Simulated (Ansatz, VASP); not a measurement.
TaN: VASP beside Ansatz

```xyz
2
Lattice="0.0000 2.2113 2.2113 2.2113 0.0000 2.2113 2.2113 2.2113 0.0000" Properties=species:S:1:pos:R:3 pbc="T T T"
Ta    2.2113    2.2113    2.2113
N     0.0000    0.0000    0.0000
```

Alike in both runs: task relaxation of cell and atoms; functional revPBE; dispersion D3(BJ); k mesh 10 × 10 × 10; occupations fermi-dirac, width 0.05 eV; no spin polarisation.

|  | VASP | Ansatz |
| --- | --- | --- |
| version | VASP 6.6.1 | Ansatz 0.2.0 |
| potentials or method | VASP PAW PBE potentials, release 64 (Ta_pv, N), cutoff 600 eV | all-electron LAPW, scalar-relativistic |

Ansatz gave:

| Property | Result |
| --- | --- |
| relaxed volume (Å³/atom) | 10.44 |
| relaxed cell length with the largest relative difference (Å) | 3.091 |

Problem. What did VASP give for the same quantities?

Solution. Relaxed volume (Å³/atom): 10.46; relaxed cell length with the largest relative difference (Å): 3.093.

VASP's potentials were made for PBE, not for revPBE. Ansatz ran all-electron here, and VASP with PAW potentials.

Neither program's run includes spin-orbit coupling.
